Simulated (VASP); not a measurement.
# Cr (Im-3m) in VASP: a series of runs

Runs on Cr. Level: LDA. Tasks: single point.

Program: VASP 6.6.1. These are calculated values, not measurements. Logs are shortened: lines on timing, memory, paths and dates and some standing lists are left out, and cuts for length are marked.

**1. The cell of the first run**

Symmetry: Im-3m, No. 229, cubic system. Conventional cell: a = 2.788 Å, b = 2.788 Å, c = 2.788 Å, α = 90.00°, β = 90.00°, γ = 90.00°. Cr (site symmetry m-3m) has 14 Cr at 2.41 to 2.79 Å within 3.2 Å.

**2. Single point, LDA, collinear spin, ferromagnetic start**

INCAR reads:

```
SYSTEM = Cr
  ALGO = Normal
  EDIFF = 1E-6
  ENCUT = 520
  ISIF = 2
  ISMEAR = 1
  ISPIN = 2
  LASPH = .True.
  LCHARG = .True.
  LELF = .True.
  LMAXMIX = 4
  LORBIT = 11
  LREAL = .False.
  LVHAR = .True.
  LWAVE = .False.
  MAGMOM = 1.5
  NBANDS = 16
  NELM = 150
  PREC = Accurate
  SIGMA = 0.03
```

KPOINTS reads:

```
k-points
0
Gamma
  16 16 16
  0 0 0
```

POSCAR reads:

```
Cr
1.0
   -1.3938676992      1.3938676992      1.3938676992
    1.3938676992     -1.3938676992      1.3938676992
    1.3938676992      1.3938676992     -1.3938676992
Cr
1
Direct
    0.0000000000      0.0000000000      0.0000000000
```

Potentials or basis: VASP PAW LDA potentials, release 64 (Cr_pv).

Run with:

```sh
$ cat potpaw_LDA.64/Cr_pv/POTCAR > POTCAR
$ mpirun -np 1 vasp_std > vasp.out
```

OUTCAR:

```text
SYSTEM = Cr
   EDIFF = 1E-6
   ENCUT = 520
   ISIF = 2
   ISMEAR = 1
   ISPIN = 2
   LASPH = .True.
   LORBIT = 11
   LREAL = .False.
   NELM = 150
   PREC = Accurate

 ion  position               nearest neighbor table
   1  0.000  0.000  0.000-

  LATTYP: Found a body centered cubic cell.
 ALAT       =     2.7877353984

  Lattice vectors:

 A1 = (  -1.3938676992,   1.3938676992,   1.3938676992)
 A2 = (   1.3938676992,  -1.3938676992,   1.3938676992)
 A3 = (   1.3938676992,   1.3938676992,  -1.3938676992)

Analysis of symmetry for initial positions (statically):
=====================================================================
 Subroutine PRICEL returns:
 Original cell was already a primitive cell.

 Routine SETGRP: Setting up the symmetry group for a
 body centered cubic supercell.

 Subroutine GETGRP returns: Found 48 space group operations
 (whereof 48 operations were pure point group operations)
 out of a pool of 48 trial point group operations.

The static configuration has the point symmetry O_h .

Analysis of symmetry for dynamics (positions and initial velocities):
=====================================================================
 Subroutine PRICEL returns:
 Original cell was already a primitive cell.

 Routine SETGRP: Setting up the symmetry group for a
 body centered cubic supercell.

 Subroutine GETGRP returns: Found 48 space group operations
 (whereof 48 operations were pure point group operations)
 out of a pool of 48 trial point group operations.

The dynamic configuration has the point symmetry O_h .

Analysis of structural, dynamic, and magnetic symmetry:
=====================================================================
 Subroutine PRICEL returns:
 Original cell was already a primitive cell.

 Routine SETGRP: Setting up the symmetry group for a
 body centered cubic supercell.

 Subroutine GETGRP returns: Found 48 space group operations
 (whereof 48 operations were pure point group operations)
 out of a pool of 48 trial point group operations.

The overall configuration has the point symmetry O_h .

 Subroutine INISYM returns: Found 48 space group operations
 (whereof 48 operations are pure point group operations),
 and found     1 'primitive' translations

----------------------------------------------------------------------------------------

                                     Primitive cell

  volume of cell :      10.8324

  direct lattice vectors                    reciprocal lattice vectors
    -1.393867699  1.393867699  1.393867699     0.000000000  0.358714102  0.358714102
     1.393867699 -1.393867699  1.393867699     0.358714102  0.000000000  0.358714102
     1.393867699  1.393867699 -1.393867699     0.358714102  0.358714102  0.000000000

  length of vectors
     2.414249674  2.414249674  2.414249674     0.507298348  0.507298348  0.507298348

  position of ions in fractional coordinates (direct lattice)
     0.000000000  0.000000000  0.000000000

  ion indices of the primitive-cell ions
   primitive index   ion index
                 1           1

----------------------------------------------------------------------------------------

 KPOINTS: k-points

Automatic generation of k-mesh.
 Grid dimensions read from file:
 generate k-points for:   16   16   16

 Generating k-lattice:

  Cartesian coordinates                     Fractional coordinates (reciprocal lattice)
     0.000000000  0.022419631  0.022419631     0.062500000  0.000000000  0.000000000
     0.022419631  0.000000000  0.022419631     0.000000000  0.062500000  0.000000000
     0.022419631  0.022419631  0.000000000     0.000000000  0.000000000  0.062500000

  Length of vectors
     0.031706147  0.031706147  0.031706147

  Shift w.r.t. Gamma in fractional coordinates (k-lattice)
     0.000000000  0.000000000  0.000000000

 Subroutine IBZKPT returns following result:
 ===========================================

 Found    145 irreducible k-points:

 Following reciprocal coordinates:
            Coordinates               Weight
  0.000000  0.000000  0.000000      1.000000
  0.062500  0.000000  0.000000     12.000000
  0.125000  0.000000  0.000000     12.000000
  0.187500  0.000000  0.000000     12.000000
  0.250000  0.000000  0.000000     12.000000
  0.312500  0.000000  0.000000     12.000000
[... 16 lines left out ...]
  0.187500  0.187500  0.000000     24.000000
  0.250000  0.187500 -0.000000     48.000000
 [... further k-points ...]
   k-points           NKPTS =    145   k-points in BZ     NKDIM =    145   number of bands    NBANDS=     16
   number of dos      NEDOS =    301   number of ions     NIONS =      1
   total plane-waves  NPLWV =   5832
   dimension x,y,z NGX =    18 NGY =   18 NGZ =   18
   dimension x,y,z NGXF=    36 NGYF=   36 NGZF=   36
   ions per type =               1
   NGX,Y,Z   is equivalent  to a cutoff of  12.39, 12.39, 12.39 a.u.
   NGXF,Y,Z  is equivalent  to a cutoff of  24.79, 24.79, 24.79 a.u.
 SYSTEM =  Cr
   PREC   = accura    normal or accurate (medium, high low for compatibility)
   ISTART =      0    job   : 0-new  1-cont  2-samecut
   ICHARG =      2    charge: 1-file 2-atom 10-const
   ISPIN  =      2    spin polarized calculation?
   LNONCOLLINEAR =      F non collinear calculations
   LSORBIT =      F    spin-orbit coupling
   LASPH  =      T    aspherical Exc in radial PAW
   ENCUT  =  520.0 eV  38.22 Ry    6.18 a.u.   4.49  4.49  4.49*2*pi/ulx,y,z
   NELM   =    150;   NELMIN=  2; NELMDL= -5     # of ELM steps
   EDIFF  = 0.1E-05   stopping-criterion for ELM
   LREAL  =      F    real-space projection
   EDIFFG = 0.1E-04   stopping-criterion for IOM
   NSW    =      0    number of steps for IOM
   IBRION =     -1    ionic relax: 0-MD 1-quasi-New 2-CG
   NFREE  =      0    steps in history (QN), initial steepest desc. (CG)
   ISIF   =      2    stress and relaxation
   ISYM   =      2    0-nonsym 1-usesym 2-fastsym
   POTIM  = 0.5000    time-step for ionic-motion
   TEBEG  =    0.0;   TEEND  =   0.0 temperature during run
   PSTRESS=    0.0 pullay stress
   NELECT =      12.0000    total number of electrons
   NUPDOWN=      -1.0000    fix difference up-down
   EMIN   =  10.00;   EMAX   =-10.00  energy-range for DOS
   EFERMI =   0.00;   METHOD = LEGACY
   ISMEAR =     1;   SIGMA  =   0.03  broadening in eV -4-tet -1-fermi 0-gaus
   EFERMI_NEDOS =   21; number of points for ismear=-14 and -15
   IALGO  =     38    algorithm
   IMIX   =      4    mixing-type and parameters
     AMIX     =   0.40;   BMIX     =  1.00
     AMIX_MAG =   1.60;   BMIX_MAG =  1.00
  volume/ion in A,a.u.               =      10.83        73.10
  Fermi-wavevector in a.u.,A,eV,Ry     =   1.693923  3.201051 39.040224  2.869376
  Thomas-Fermi vector in A             =   2.775241
   LORBIT       =     11    0 simple, 1 ext, 2 COOP (PROOUT), +10 PAW based schemes
   GGA     = CA    functional components
   LHFCALC =     F    Hartree Fock is set to
   AEXX    =    0.0000 exact exchange contribution
   IVDW    =     0    specifies the selected vdW correction
   LEPSILON=     F    determine dielectric tensor
   LRPA    =     F    only Hartree local field effects (RPA)
 spin polarized calculation
 Methfessel and Paxton  Order N= 1 SIGMA  =   0.03
  energy-cutoff  :      520.00
  volume of cell :       10.83
 maximum number of plane-waves:       321
 NGX is ok and might be reduce to    18
   NGX =  9   NGY =  9   NGZ =  9

 number of electron      12.0000011 magnetization      -0.0004755

 number of electron      12.0000011 magnetization       0.0000418

 Free energy of the ion-electron system (eV)
  ---------------------------------------------------
  ext. energy  EPLUGINS =         0.00000000
  ---------------------------------------------------
  free energy    TOTEN  =       -10.62949988 eV

  energy without entropy =      -10.62942069  energy(sigma->0) =      -10.62947349

 E-fermi :  11.6853     XC(G=0): -14.3829

 val. band max:       11.6702611096   @ k =   0.3750   0.0625  -0.0000
 cond. band min:      11.6965436619   @ k =  -0.1875   0.1875   0.1250
 fundamental gap:      0.0262825524
 Fermi energy:        11.6852757910

 spin component 1

 k-point     1 :       0.0000    0.0000    0.0000
  band No.  band energies     occupation
      1     -30.5054      1.00000
      2     -30.5054      1.00000
      3     -30.5054      1.00000
      4       3.7367      1.00000
      5      10.7314      1.00000
      6      10.7314      1.00000
[... 8 lines left out ...]
     15      42.7834      0.00000
     16      47.8155      0.00000

 k-point     2 :       0.0625    0.0000    0.0000
  band No.  band energies     occupation
      1     -30.5517      1.00000
      2     -30.5193      1.00000
      3     -30.5058      1.00000
      4       3.9191      1.00000
      5      10.6579      1.00000
      6      10.7194      1.00000
[... 8 lines left out ...]
     15      43.1362      0.00000
     16      45.9293      0.00000

 k-point     3 :       0.1250    0.0000    0.0000
  band No.  band energies     occupation
      1     -30.6825      1.00000
      2     -30.5588      1.00000
      3     -30.5068      1.00000
      4       4.4437      1.00000
      5      10.4533      1.00000
      6      10.6579      1.00000
[... 8 lines left out ...]
     15      43.4075      0.00000
     16      43.5635      0.00000
[... 362 lines left out ...]
 k-point    23 :       0.1875    0.1875    0.0000
  band No.  band energies     occupation
      1     -31.2912      1.00000
      2     -30.7750      1.00000
      3     -30.5876      1.00000
      4       7.3197      1.00000
      5       9.5413      1.00000
      6       9.8797      1.00000
[... 8 lines left out ...]
     15      42.2279      0.00000
     16      46.0958      0.00000

 k-point    24 :       0.2500    0.1875   -0.0000
  band No.  band energies     occupation
      1     -31.4069      1.00000
      2     -30.8697      1.00000
      3     -30.6026      1.00000
      4       7.8140      1.00000
      5       9.3050      1.00000
      6      10.0242      1.00000
[... 8 lines left out ...]
     15      42.3844      0.00000
     16      46.9087      0.00000

 [... further k-points ...]

 spin component 2

 k-point     1 :       0.0000    0.0000    0.0000
  band No.  band energies     occupation
      1     -30.5054      1.00000
      2     -30.5054      1.00000
      3     -30.5054      1.00000
      4       3.7367      1.00000
      5      10.7314      1.00000
      6      10.7314      1.00000
[... 8 lines left out ...]
     15      42.7834      0.00000
     16      47.8155      0.00000

 k-point     2 :       0.0625    0.0000    0.0000
  band No.  band energies     occupation
      1     -30.5517      1.00000
      2     -30.5193      1.00000
      3     -30.5057      1.00000
      4       3.9191      1.00000
      5      10.6579      1.00000
      6      10.7194      1.00000
[... 8 lines left out ...]
     15      43.1362      0.00000
     16      45.9293      0.00000

 k-point     3 :       0.1250    0.0000    0.0000
  band No.  band energies     occupation
      1     -30.6825      1.00000
      2     -30.5588      1.00000
      3     -30.5067      1.00000
      4       4.4437      1.00000
      5      10.4534      1.00000
      6      10.6580      1.00000
[... 8 lines left out ...]
     15      43.4075      0.00000
     16      43.5635      0.00000
[... 362 lines left out ...]
 k-point    23 :       0.1875    0.1875    0.0000
  band No.  band energies     occupation
      1     -31.2911      1.00000
      2     -30.7750      1.00000
      3     -30.5876      1.00000
      4       7.3198      1.00000
      5       9.5413      1.00000
      6       9.8797      1.00000
[... 8 lines left out ...]
     15      42.2279      0.00000
     16      46.0958      0.00000

 k-point    24 :       0.2500    0.1875   -0.0000
  band No.  band energies     occupation
      1     -31.4069      1.00000
      2     -30.8697      1.00000
      3     -30.6025      1.00000
      4       7.8140      1.00000
      5       9.3050      1.00000
      6      10.0243      1.00000
[... 8 lines left out ...]
     15      42.3844      0.00000
     16      46.9087      0.00000

 [... further k-points ...]

------------------------ aborting loop because EDIFF is reached ----------------------------------------

  FORCE on cell =-STRESS in cart. coord.  units (eV):
  Direction    XX          YY          ZZ          XY          YZ          ZX
  --------------------------------------------------------------------------------------
  -------------------------------------------------------------------------------------
  Total        0.0188924      0.0188924      0.0188924     -0.0000000     -0.0000000     -0.0000000
  in kB        2.7943009      2.7943009      2.7943009     -0.0000000     -0.0000000     -0.0000000
  external PRESSURE =       2.7943009 kB  Pullay stress =       0.0000000 kB

 VOLUME and BASIS-vectors are now :
 -----------------------------------------------------------------------------
  energy-cutoff  :      520.00
  volume of cell :       10.83
      direct lattice vectors                 reciprocal lattice vectors
    -1.393867699  1.393867699  1.393867699     0.000000000  0.358714102  0.358714102
     1.393867699 -1.393867699  1.393867699     0.358714102  0.000000000  0.358714102
     1.393867699  1.393867699 -1.393867699     0.358714102  0.358714102  0.000000000

 POSITION                                       TOTAL-FORCE (eV/Angst)
 -----------------------------------------------------------------------------------
      0.00000      0.00000      0.00000         0.000000      0.000000      0.000000
 -----------------------------------------------------------------------------------
    total drift:                                0.000000      0.000000      0.000000

  FREE ENERGIE OF THE ION-ELECTRON SYSTEM (eV)
  ---------------------------------------------------
  free  energy   TOTEN  =       -10.6294998814 eV

  energy  without entropy=      -10.6294206944  energy(sigma->0) =      -10.62947349

 total charge

# of ion       s       p       d       tot
------------------------------------------
    1        0.449   6.442   4.315  11.207

 magnetization (x)

# of ion       s       p       d       tot
------------------------------------------
    1        0.000   0.000   0.000   0.000
```

Wall time 30 s (1 thread of Intel Xeon 6975P-C, shared host); peak memory 0.15 GiB.

What came out:

| Quantity | Value |
| --- | --- |
| Free energy | -10.6295 eV |
| Pressure | 0.3 GPa |
| Band gap on the k mesh | zero (filled and empty bands overlap) |
| Net moment | 0.00 μB per cell |
| Valence electrons inside the program's atomic spheres | Cr 11.21 |

Caveat: the starting moments collapsed, and a magnetic state may lie lower.

**3. Single point, LDA, collinear spin, ferromagnetic start**

INCAR reads:

```
PREC = Accurate
ENCUT = 520
EDIFF = 1E-7
ISMEAR = 1
SIGMA = 0.1
LREAL = F
LASPH = T
NELM = 150
ALGO = Normal
ISIF = 2
LWAVE = F
LCHARG = F
ISPIN = 2
MAGMOM = 1.5
LORBIT = 11
LMAXMIX = 4
NBANDS = 16
```

KPOINTS reads:

```
regular mesh
0
Gamma
  16 16 16
```

POSCAR is that of step 2.

Potentials or basis: VASP PAW LDA potentials, release 64 (Cr_pv).

Run with:

```sh
$ cat potpaw_LDA.64/Cr_pv/POTCAR > POTCAR
$ mpirun -np 1 vasp_std > vasp.out
```

Run time: 30 s. Hardware: 1 thread of Intel Xeon 6975P-C, shared host; peak memory 0.15 GiB.

Results (log left out):

* Free energy: -10.6299 eV
* Pressure: 0.2 GPa
* Band gap on the k mesh: zero (filled and empty bands overlap)
* Net moment: 0.00 μB per cell
* Valence electrons inside the program's atomic spheres: Cr 11.21

Levels at points of the mesh, in eV from the Fermi level:
Spin up:
```tsv
k point	band 2	band 3	band 4	band 5	band 6	band 7	band 8	band 9	band 10	band 11
(0.00, 0.00, 0.00)	-42.20	-42.20	-7.96	-0.97	-0.97	-0.97	1.21	1.21	5.43	22.87
(0.50, 0.00, 0.00)	-42.56	-42.21	-4.73	-2.66	1.25	1.43	1.60	3.18	5.42	10.79
(0.50, 0.50, 0.50)	-42.99	-42.99	-4.73	-4.73	2.74	2.74	2.74	5.43	11.26	11.26
```
Spin down:
```tsv
k point	band 4	band 5	band 6	band 7	band 8	band 9
(0.00, 0.00, 0.00)	-7.96	-0.97	-0.97	-0.97	1.22	1.22
(0.50, 0.00, 0.00)	-4.73	-2.66	1.25	1.43	1.60	3.18
(0.50, 0.50, 0.50)	-4.73	-4.73	2.74	2.74	2.74	5.43
```

Caveat: the starting moments collapsed, and a magnetic state may lie lower.

(Part 1 of 2 ends here.)
